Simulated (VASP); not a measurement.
# C (P6_3/mmc) in VASP: notebook, part 2 of 2

VASP 6.6.1. The steps go on from the part before.

### 3 Single point, r2SCAN+rVV10

This run uses another cell than the first one, of 5.64 Å³/atom, 1.003 times its volume.

File POSCAR:

```
C
1.0
    2.5080626089      0.0000000000      0.0000000000
   -1.2540313044      2.1720459336      0.0000000000
    0.0000000000      0.0000000000      8.2753397680
C
8
Direct
    0.0000000000      0.0000000000      0.0008095833
    0.3333333333      0.6666666667      0.2492457336
    0.0000000000      0.0000000000      0.5008095833
    0.6666666667      0.3333333333      0.7492457336
    0.0000000000      0.0000000000      0.1866904167
    0.3333333333      0.6666666667      0.4382542664
    0.0000000000      0.0000000000      0.6866904167
    0.6666666667      0.3333333333      0.9382542664
```

File INCAR.step1:

```
  ALGO = Normal
  EDIFF = 1E-4
  ENCUT = 520
  GGA = PE
  ISMEAR = -1
  LASPH = T
  LCHARG = F
  LREAL = F
  LWAVE = T
  NBANDS = 26
  NELM = 60
  PREC = Accurate
  SIGMA = 0.03
```

File INCAR.step2:

```
  ALGO = Normal
  BPARAM = 11.95
  CPARAM = 0.0093
  EDIFF = 1E-6
  ENCUT = 520
  ISIF = 2
  ISMEAR = -1
  ISTART = 1
  IVDW_NL = 2
  LASPH = T
  LCHARG = T
  LELF = T
  LMIXTAU = T
  LREAL = F
  LUSE_VDW = T
  LVHAR = T
  LWAVE = F
  METAGGA = R2SCAN
  NBANDS = 26
  NELM = 60
  PREC = Accurate
  SIGMA = 0.03
```

File KPOINTS:

```
k-points
0
Gamma
  12 12 4
```

Potentials or basis: VASP PAW PBE potentials, release 64 (C).

Launch:

```
> cat potpaw_PBE.64/C/POTCAR > POTCAR
> cp INCAR.step1 INCAR
> mpirun -np 1 vasp_std > vasp.out
> cp INCAR.step2 INCAR
> mpirun -np 1 vasp_std > vasp.out
```

OUTCAR:

```text
BPARAM = 11.95
   EDIFF = 1E-6
   ENCUT = 520
   ISIF = 2
   ISMEAR = -1
   ISTART = 1
   IVDW_NL = 2
   LASPH = T
   LREAL = F
   METAGGA = R2SCAN
   NELM = 60
   PREC = Accurate

 ion  position               nearest neighbor table
   1  0.000  0.000  0.001-   8 1.54   8 1.54   8 1.54   5 1.54
   2  0.333  0.667  0.249-   5 1.54   5 1.54   5 1.54   6 1.56
   3  0.000  0.000  0.501-   6 1.54   6 1.54   6 1.54   7 1.54
   4  0.667  0.333  0.749-   7 1.54   7 1.54   7 1.54   8 1.56
   5  0.000  0.000  0.187-   2 1.54   2 1.54   2 1.54   1 1.54
   6  0.333  0.667  0.438-   3 1.54   3 1.54   3 1.54   2 1.56
   7  0.000  0.000  0.687-   4 1.54   4 1.54   4 1.54   3 1.54
   8  0.667  0.333  0.938-   1 1.54   1 1.54   1 1.54   4 1.56

  LATTYP: Found a hexagonal cell.
 ALAT       =     2.5080626089
 C/A-ratio  =     3.2994948924

  Lattice vectors:

 A1 = (   2.5080626089,   0.0000000000,   0.0000000000)
 A2 = (  -1.2540313044,   2.1720459336,   0.0000000000)
 A3 = (   0.0000000000,   0.0000000000,   8.2753397680)

Analysis of symmetry for initial positions (statically):
=====================================================================
 Subroutine PRICEL returns:
 Original cell was already a primitive cell.

 Routine SETGRP: Setting up the symmetry group for a
 hexagonal supercell.

 Subroutine GETGRP returns: Found 24 space group operations
 (whereof  6 operations were pure point group operations)
 out of a pool of 24 trial point group operations.

The static configuration has the point symmetry C_3v.
 The point group associated with its full space group is D_6h.

Analysis of symmetry for dynamics (positions and initial velocities):
=====================================================================
 Subroutine PRICEL returns:
 Original cell was already a primitive cell.

[... 136 lines left out ...]
   EFERMI_NEDOS =   21; number of points for ismear=-14 and -15
   IALGO  =     38    algorithm
   IMIX   =      4    mixing-type and parameters
     AMIX     =   0.40;   BMIX     =  1.00
     AMIX_MAG =   1.60;   BMIX_MAG =  1.00
  volume/ion in A,a.u.               =       5.64        38.03
  Fermi-wavevector in a.u.,A,eV,Ry     =   1.460362  2.759683 29.016548  2.132656
  Thomas-Fermi vector in A             =   2.576820
   LORBIT       =      0    0 simple, 1 ext, 2 COOP (PROOUT), +10 PAW based schemes
   METAGGA = R2SCAN    functional components
   LHFCALC =     F    Hartree Fock is set to
   AEXX    =    0.0000 exact exchange contribution
   IVDW_NL    =     2    kernel type
   BPARAM     =11.9500
   IVDW    =     0    specifies the selected vdW correction
   LEPSILON=     F    determine dielectric tensor
   LRPA    =     F    only Hartree local field effects (RPA)
 non-spin polarized calculation
  energy-cutoff  :      520.00
  volume of cell :       45.08
 maximum number of plane-waves:      1236
 NGX is ok and might be reduce to    20
   NGX =  9   NGY =  9   NGZ = 31

 number of electron      31.9999996 magnetization

 Free energy of the ion-electron system (eV)
  ---------------------------------------------------
  ext. energy  EPLUGINS =         0.00000000
  ---------------------------------------------------
  free energy    TOTEN  =       -78.23994362 eV

  energy without entropy =      -78.23994362  energy(sigma->0) =      -78.23994362

 E-fermi :  10.5289     XC(G=0): -14.3235

 val. band max:        9.9524488321   @ k =   0.0000   0.0000   0.0000
 cond. band min:      14.7010485855   @ k =   0.4167   0.0000   0.0000
 fundamental gap:      4.7485997533
 Fermi energy:        10.5289074039

 k-point     1 :       0.0000    0.0000    0.0000
  band No.  band energies     occupation
      1     -13.0022      2.00000
      2     -11.2818      2.00000
      3     -11.1670      2.00000
      4      -7.1224      2.00000
      5      -4.3301      2.00000
      6       2.6285      2.00000
[... 685 lines left out ...]
     25      21.0591      0.00000
     26      22.8401      0.00000

 [... further k-points ...]
[... 5 lines left out ...]
  --------------------------------------------------------------------------------------
  -------------------------------------------------------------------------------------
  Total        0.3193746      0.3193746      0.2948260      0.0000000      0.0000000      0.0000000
  in kB       11.3505707     11.3505707     10.4781157      0.0000000      0.0000000      0.0000000
  external PRESSURE =      11.0597524 kB  Pullay stress =       0.0000000 kB

 VOLUME and BASIS-vectors are now :
 -----------------------------------------------------------------------------
  energy-cutoff  :      520.00
  volume of cell :       45.08
      direct lattice vectors                 reciprocal lattice vectors
     2.508062609  0.000000000  0.000000000     0.398714130  0.230197710  0.000000000
    -1.254031304  2.172045934  0.000000000     0.000000000  0.460395420  0.000000000
     0.000000000  0.000000000  8.275339768     0.000000000  0.000000000  0.120840960

 POSITION                                       TOTAL-FORCE (eV/Angst)
 -----------------------------------------------------------------------------------
      0.00000      0.00000      0.00670        -0.000000     -0.000000      0.007731
     -0.00000      1.44803      2.06259         0.000000      0.000000      0.012182
      0.00000      0.00000      4.14437         0.000000      0.000000      0.007731
      1.25403      0.72402      6.20026         0.000000     -0.000000      0.012182
      0.00000      0.00000      1.54493         0.000000      0.000000     -0.007731
     -0.00000      1.44803      3.62670         0.000000     -0.000000     -0.012182
      0.00000      0.00000      5.68260        -0.000000     -0.000000     -0.007731
      1.25403      0.72402      7.76437         0.000000      0.000000     -0.012182
 -----------------------------------------------------------------------------------
    total drift:                               -0.000000      0.000000      0.000000

  FREE ENERGIE OF THE ION-ELECTRON SYSTEM (eV)
  ---------------------------------------------------
  free  energy   TOTEN  =       -78.2399436167 eV

  energy  without entropy=      -78.2399436167  energy(sigma->0) =      -78.23994362
```

OUTCAR.step1:

```text
EDIFF = 1E-4
   ENCUT = 520
   GGA = PE
   ISMEAR = -1
   LASPH = T
[... 942 lines left out ...]
      0.00000      0.00000      1.54493        -0.000000      0.000000      0.008333
     -0.00000      1.44803      3.62670        -0.000000      0.000000     -0.030137
      0.00000      0.00000      5.68260         0.000000     -0.000000      0.008333
      1.25403      0.72402      7.76437         0.000000     -0.000000     -0.030137
 -----------------------------------------------------------------------------------
    total drift:                               -0.000000      0.000000     -0.000000

  FREE ENERGIE OF THE ION-ELECTRON SYSTEM (eV)
  ---------------------------------------------------
  free  energy   TOTEN  =       -72.6586954705 eV

  energy  without entropy=      -72.6586954705  energy(sigma->0) =      -72.65869547
```

OSZICAR.step1:

```text
N       E                     dE             d eps       ncg     rms          rms(c)
DAV:   1     0.705889284145E+02    0.70589E+02   -0.17143E+04  2964   0.122E+03
DAV:   2    -0.697796033569E+02   -0.14037E+03   -0.13164E+03  3978   0.231E+02
DAV:   3    -0.752203296330E+02   -0.54407E+01   -0.53969E+01  3996   0.403E+01
DAV:   4    -0.752698097001E+02   -0.49480E-01   -0.49407E-01  3832   0.426E+00
DAV:   5    -0.752706797265E+02   -0.87003E-03   -0.86962E-03  3976   0.508E-01    0.112E+01
DAV:   6    -0.733117597002E+02    0.19589E+01   -0.12654E+00  3406   0.605E+00    0.668E+00
DAV:   7    -0.726549451858E+02    0.65681E+00   -0.15377E+00  3496   0.688E+00    0.144E+00
DAV:   8    -0.726584757023E+02   -0.35305E-02   -0.35952E-02  3848   0.103E+00    0.105E-01
DAV:   9    -0.726586371972E+02   -0.16149E-03   -0.66787E-04  3868   0.170E-01    0.329E-02
DAV:  10    -0.726586954705E+02   -0.58273E-04   -0.56412E-05  2640   0.515E-02
   1 F= -.72658695E+02 E0= -.72658695E+02  d E =-.121781E-10
```

It took 7.9 min on 1 thread of AMD EPYC 7R13, shared host; peak memory 0.27 GiB.

What came out:

```yaml
Free_energy: -78.2399 eV
Pressure: 1.1 GPa
Largest_force: 0.012 eV/Å
Band_gap_on_the_k_mesh: 4.75 eV, indirect (least direct gap 5.55 eV)
```

Forces on the atoms (eV/Å):
```
C    0.000  0.000  0.008
C    0.000  0.000  0.012
C    0.000  0.000  0.008
C    0.000  0.000  0.012
C    0.000  0.000 -0.008
C    0.000  0.000 -0.012
C    0.000  0.000 -0.008
C    0.000  0.000 -0.012
```

Levels at points of the mesh, in eV from the valence-band top:
| k point | band 14 | band 15 | band 16 | band 17 | band 18 | band 19 |
| --- | --- | --- | --- | --- | --- | --- |
| (0.00, 0.00, 0.00) | -0.23 | 0.00 | 0.00 | 5.55 | 5.55 | 5.72 |
| (0.50, 0.00, 0.00) | -5.00 | -3.92 | -3.17 | 4.82 | 5.82 | 6.30 |
| (0.00, 0.00, 0.50) | -0.70 | -0.70 | -0.70 | 6.37 | 6.37 | 6.37 |
| (0.50, 0.00, 0.50) | -5.04 | -3.91 | -3.91 | 5.18 | 5.18 | 7.34 |

Caveat: the PAW data sets were made with another functional, which shifts forces and pressure a little.

### 4 Relaxation of cell and atoms, PBEsol

This run uses another cell than the first one, of 5.41 Å³/atom, 0.963 times its volume.

File INCAR:

```
SYSTEM = C
PREC = Accurate
ENCUT = 600
EDIFF = 1E-6
ISMEAR = -1
SIGMA = 0.03
LREAL = .FALSE.
LASPH = .TRUE.
NELM = 60
ALGO = Normal
ISIF = 3
LWAVE = .FALSE.
LCHARG = .FALSE.
GGA = PS
IBRION = 2
NSW = 100
EDIFFG = -0.01
```

File KPOINTS:

```
Automatic mesh
0
G
  9 9 4
  0 0 0
```

File POSCAR:

```
C
1.0
    2.4821496060      0.0000000000      0.0000000000
   -1.2410748030      2.1496046148      0.0000000000
    0.0000000000      0.0000000000      8.1067006133
C
8
Direct
    0.0000000000      0.0000000000      0.0000000000
    0.3333333333      0.6666666667      0.2500000000
    0.0000000000      0.0000000000      0.5000000000
    0.6666666667      0.3333333333      0.7500000000
    0.0000000000      0.0000000000      0.1875000000
    0.3333333333      0.6666666667      0.4375000000
    0.0000000000      0.0000000000      0.6875000000
    0.6666666667      0.3333333333      0.9375000000
```

Launch:

```
> cat potpaw_PBE.64/C/POTCAR > POTCAR
> mpirun -np 1 vasp_std > vasp.out
```

It took 3.5 min on 1 thread of AMD EPYC 7R13, shared host; peak memory 0.15 GiB.

It converged, with:

```yaml
Free_energy: -76.9416 eV
Relaxed_volume: 5.62 Å³/atom
Relaxed_cell: a = 2.507 Å, b = 2.507 Å, c = 8.267 Å, α = 90.00°, β = 90.00°, γ = 120.00°
Space_group_after_relaxing_to_0.05_Å: P6_3/mmc (No. 194)
Energy_gained_by_relaxing: 15.0 meV/atom
Ionic_steps: 6
Pressure_after_relaxing: 0.0 GPa
Band_gap_on_the_k_mesh: 4.44 eV, indirect (least direct gap 5.26 eV)
```

Forces on the atoms (eV/Å):
```
C    0.000  0.000 -0.003
C    0.000  0.000 -0.001
C    0.000  0.000 -0.003
C    0.000  0.000 -0.001
C    0.000  0.000  0.003
C    0.000  0.000  0.001
C    0.000  0.000  0.003
C    0.000  0.000  0.001
```

Stress tensor (GPa, compression positive):
```
-0.08  0.00  0.00
 0.00 -0.08  0.00
 0.00  0.00  0.06
```

Step by step:
```tsv
step	energy change (eV)	largest force (eV/Å)	pressure (GPa)	volume (Å³)
1	0.0000	0.3613	19.01	43.25
2	0.0846	0.5363	-20.94	47.39
3	-0.1190	0.1026	0.04	44.98
4	-0.1191	0.0955	0.39	44.94
5	-0.1189	0.1105	-0.50	45.03
6	-0.1197	0.0029	-0.03	44.98
```

Final structure:
```xyz
8
Lattice="2.5066 0.0000 0.0000 -1.2533 2.1708 0.0000 0.0000 0.0000 8.2674" Properties=species:S:1:pos:R:3 pbc="T T T"
C     0.0000    0.0000    0.0066
C     0.0000    1.4472    2.0611
C     0.0000    0.0000    4.1403
C     1.2533    0.7236    6.1948
C     0.0000    0.0000    1.5436
C     0.0000    1.4472    3.6227
C     2.5066    0.0000    5.6772
C     1.2533    0.7236    7.7564
```

Levels at points of the mesh, in eV from the valence-band top:
```
           k point  band 12  band 13  band 14  band 15  band 16  band 17  band 18  band 19  band 20  band 21
(0.00, 0.00, 0.00)    -1.75    -1.75    -0.24     0.00     0.00     5.26     5.26     5.44     7.08     7.08
(0.00, 0.00, 0.50)    -2.67    -0.66    -0.66    -0.66    -0.66     6.04     6.04     6.04     6.04     6.69
```

Caveat: the PAW data sets were made with another functional, which shifts forces and pressure a little.

### 5 Relaxation of cell and atoms, r2SCAN+rVV10

File POSCAR:

```
C
1.0
    2.5053830681      0.0000000000      0.0000000000
   -1.2526915340      2.1697253832      0.0000000000
    0.0000000000      0.0000000000      8.2644485576
C
8
Direct
    0.0000000000      0.0000000000      0.0007988578
    0.3333333333      0.6666666667      0.2492916855
    0.0000000000      0.0000000000      0.5007988578
    0.6666666667      0.3333333333      0.7492916855
    0.0000000000      0.0000000000      0.1867011422
    0.3333333333      0.6666666667      0.4382083145
    0.0000000000      0.0000000000      0.6867011422
    0.6666666667      0.3333333333      0.9382083145
```

File INCAR.step1:

```
PREC     = Accurate       # precision mode
ENCUT    = 600            # plane-wave cutoff, eV
ISMEAR   = -1             # smearing method
SIGMA    = 0.03           # smearing width, eV
LREAL    = False          # projectors in reciprocal space
LASPH    = True           # aspherical terms in the spheres
NELM     = 100            # most SCF steps
GGA      = PE             # functional
ALGO     = Normal         # electronic algorithm
EDIFF    = 1E-4           # SCF threshold, eV
LWAVE    = True           # write WAVECAR
LCHARG   = False          # write CHGCAR
```

File INCAR.step2:

```
PREC     = Accurate       # precision mode
ENCUT    = 600            # plane-wave cutoff, eV
EDIFF    = 1E-6           # SCF threshold, eV
ISMEAR   = -1             # smearing method
SIGMA    = 0.03           # smearing width, eV
LREAL    = False          # projectors in reciprocal space
LASPH    = True           # aspherical terms in the spheres
NELM     = 100            # most SCF steps
ALGO     = Normal         # electronic algorithm
ISIF     = 3              # what is computed and relaxed
LWAVE    = False          # write WAVECAR
LCHARG   = False          # write CHGCAR
METAGGA  = R2SCAN         # meta-GGA
LMIXTAU  = True         
LUSE_VDW = True         
IVDW_NL  = 2            
BPARAM   = 11.95        
CPARAM   = 0.0093       
IBRION   = 2              # ionic algorithm
NSW      = 100            # ionic steps
EDIFFG   = -0.01          # ionic threshold
ISTART   = 1
```

File KPOINTS:

```
Automatic mesh
0
Gamma
  12 12 4
```

Launch:

```
> cat potpaw_PBE.64/C/POTCAR > POTCAR
> cp INCAR.step1 INCAR
> mpirun -np 1 vasp_std > vasp.out
> cp INCAR.step2 INCAR
> mpirun -np 1 vasp_std > vasp.out
```

Run time: 15 min. Hardware: 1 thread of AMD EPYC 7R13, shared host; peak memory 0.28 GiB.

The run converged. Its results:

```
Free energy                            : -78.2662 eV
Relaxed volume                         : 5.64 Å³/atom
Relaxed cell                           : a = 2.509 Å, b = 2.509 Å, c = 8.277 Å, α = 90.00°, β = 90.00°, γ = 120.00°
Space group after relaxing (to 0.05 Å) : P6_3/mmc (No. 194)
Energy gained by relaxing              : 0.1 meV/atom
Ionic steps                            : 3
Pressure after relaxing                : 0.0 GPa
Largest force after relaxing           : 0.004 eV/Å
Band gap on the k mesh                 : 4.74 eV, indirect (least direct gap 5.54 eV)
```

Forces in eV/Å, atoms in the order of the input:
```
C    0.000  0.000 -0.003
C    0.000  0.000 -0.004
C    0.000  0.000 -0.003
C    0.000  0.000 -0.004
C    0.000  0.000  0.003
C    0.000  0.000  0.004
C    0.000  0.000  0.003
C    0.000  0.000  0.004
```

The path:
```tsv
step	energy change (eV)	largest force (eV/Å)	pressure (GPa)	volume (Å³)
1	0.0000	0.0093	1.96	44.93
2	0.0009	0.0192	-2.52	45.37
3	-0.0012	0.0038	0.01	45.12
```

Final structure:
```yaml
crystal:
  lattice:
    - [2.50877, 0.00000, 0.00000]
    - [-1.25438, 2.17266, 0.00000]
    - [0.00000, 0.00000, 8.27719]
  atoms:
    - { symbol: C, position: [0.00000, 0.00000, 0.00082] }
    - { symbol: C, position: [0.33333, 0.66667, 0.24927] }
    - { symbol: C, position: [0.00000, 0.00000, 0.50082] }
    - { symbol: C, position: [0.66667, 0.33333, 0.74927] }
    - { symbol: C, position: [0.00000, 0.00000, 0.18668] }
    - { symbol: C, position: [0.33333, 0.66667, 0.43823] }
    - { symbol: C, position: [0.00000, 0.00000, 0.68668] }
    - { symbol: C, position: [0.66667, 0.33333, 0.93823] }
```

Levels at points of the mesh, in eV from the valence-band top:
```
           k point  band 13  band 14  band 15  band 16  band 17  band 18  band 19  band 20
(0.00, 0.00, 0.00)    -1.85    -0.24     0.00     0.00     5.54     5.54     5.72     7.48
(0.50, 0.00, 0.00)    -5.26    -5.01    -3.92    -3.17     4.82     5.81     6.29     6.32
(0.00, 0.00, 0.50)    -0.70    -0.70    -0.70    -0.70     6.36     6.36     6.36     6.36
(0.50, 0.00, 0.50)    -5.04    -5.04    -3.91    -3.91     5.18     5.18     7.34     7.34
```

Caveat: the PAW data sets were made with another functional, which shifts forces and pressure a little. r2SCAN opens gaps a little over a GGA but as a rule still falls short of measured ones.

### 6 The runs side by side

```csv
task,level,cell,k mesh,cutoff (eV),gap on the mesh (eV),pressure (GPa),relaxed volume (Å³/atom),largest force (eV/Å)
single point,PBEsol,"a = 2.505, b = 2.505, c = 8.264 Å, angles 90.0, 90.0, 120.0°, 8 atoms",9 × 9 × 4,520,4.44,1.1,-,0.01
single point,r2SCAN+rVV10,"a = 2.508, b = 2.508, c = 8.275 Å, angles 90.0, 90.0, 120.0°, 8 atoms",12 × 12 × 4,520,4.75,1.1,-,0.01
relaxation of cell and atoms,PBEsol,"relaxed from a = 2.482, b = 2.482, c = 8.107 Å, angles 90.0, 90.0, 120.0°, 8 atoms",9 × 9 × 4,600,4.44,0.0,5.62,-
relaxation of cell and atoms,r2SCAN+rVV10,"relaxed from a = 2.505, b = 2.505, c = 8.264 Å, angles 90.0, 90.0, 120.0°, 8 atoms",12 × 12 × 4,600,4.74,0.0,5.64,-
```

Alike in all rows: potentials or basis VASP PAW PBE potentials, release 64 (C); no spin polarisation; smearing fermi-dirac 0.03 eV.

Caveats: the PAW data sets were made with another functional, which shifts forces and pressure a little.

Absolute energies hang on the potentials; compare differences alone.
